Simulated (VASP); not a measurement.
Crystal: CuI.

```
CELL_PARAMETERS angstrom
4.02290 0.00000 0.00000
0.00000 4.02290 0.00000
0.00000 0.00000 5.65060
ATOMIC_POSITIONS crystal
Cu 0.00000 0.00000 0.00000
Cu 0.50000 0.50000 0.00000
I 0.00000 0.50000 0.29130
I 0.50000 0.00000 0.70870
```

```yaml
Program: VASP 6.6.1
Task: relaxation of cell and atoms
Functional: LDA
Potentials_or_basis: VASP PAW LDA potentials, release 64 (Cu, I)
Cutoff: 600 eV
k_mesh: 4 × 4 × 4
Occupations: gaussian, width 0.01 eV
Spin: no spin polarisation
```

At the start: pressure 0.6 GPa; volume 22.86 Å³/atom.

Q: How do energy, volume and symmetry change on relaxing?

A: Over 19 steps the energy falls by 13.6 meV/atom and the volume is 24.33 Å³/atom (+6.4 %); space group P4/nmm (No. 129, to 0.1 Å) before and after.

Step by step:
```tsv
step	energy change (eV)	largest force (eV/Å)	pressure (GPa)	volume (Å³)
1	0.0000	0.3130	0.62	91.45
2	-0.0136	0.2806	0.19	92.61
3	-0.0339	0.2103	-0.78	96.10
4	-0.0431	0.0111	0.21	95.43
5	-0.0434	0.0561	0.39	95.31
6	-0.0476	0.0589	0.44	95.72
7	-0.0537	0.0649	0.26	96.93
8	-0.0538	0.0656	0.25	97.13
9	-0.0532	0.0713	-0.42	97.94
10	-0.0542	0.0118	-0.03	97.44
11	-0.0542	0.0131	-0.05	97.43
12	-0.0541	0.0391	0.11	97.28
13	-0.0542	0.0155	-0.02	97.41
14	-0.0542	0.0149	0.01	97.42
15	-0.0542	0.0123	0.03	97.39
16	-0.0542	0.0044	-0.06	97.34
17	-0.0542	0.0085	-0.02	97.23
18	-0.0542	0.0001	0.09	97.30
19	-0.0542	0.0019	-0.03	97.33
```

Final structure:
```yaml
crystal:
  lattice:
    - [3.98440, 0.00000, 0.00000]
    - [0.00000, 3.98440, 0.00000]
    - [0.00000, 0.00000, 6.13060]
  atoms:
    - { symbol: Cu, position: [0.00000, 0.00000, 0.00000] }
    - { symbol: Cu, position: [0.50000, 0.50000, 0.00000] }
    - { symbol: I, position: [0.00000, 0.50000, 0.27138] }
    - { symbol: I, position: [0.50000, 0.00000, 0.72862] }
```
